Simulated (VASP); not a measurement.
Input of a VASP 6.6.1 run:

Contents of INCAR:

```
PREC = Accurate ; ENCUT = 520
EDIFF = 1E-6 ; ISMEAR = 0
SIGMA = 0.05 ; LREAL = F
LASPH = T ; NELM = 60
ALGO = Normal ; ISIF = 2
LWAVE = F ; LCHARG = F
GGA = PE ; IVDW = 12
NBANDS = 26
```

Contents of KPOINTS:

```
regular mesh
0
Gamma
  8 8 6
```

Contents of POSCAR:

```
ZnSe
1.0
    3.8654955779      0.0000000000      0.0000000000
    0.0000000000      3.8654955779      0.0000000000
    0.0000000000      0.0000000000      6.8549016695
Zn Se
2 2
Direct
    0.0000000000      0.0000000000      0.0000000000
    0.5000000000      0.5000000000      0.0000000000
    0.0000000000      0.5000000000      0.2462800000
    0.5000000000      0.0000000000      0.7537200000
```

Potentials or basis: VASP PAW PBE potentials, release 64 (Zn, Se).

The run is started by

```sh
$ cat potpaw_PBE.64/Zn/POTCAR potpaw_PBE.64/Se/POTCAR > POTCAR
$ mpirun -np 1 vasp_std > vasp.out
```

**Question.** Predict the largest force.

**Answer.** 0.991 eV/Å.

**Question.** Predict the band gap on the k mesh.

**Answer.** 1.63 eV.

**Question.** Estimate the dispersion energy per atom.

**Answer.** -0.285 eV.

Forces in eV/Å, atoms in the order of the input:
```
Zn   0.000  0.000  0.000
Zn   0.000  0.000  0.000
Se   0.000  0.000 -0.991
Se   0.000  0.000  0.991
```

 A k mesh can miss the band edges.
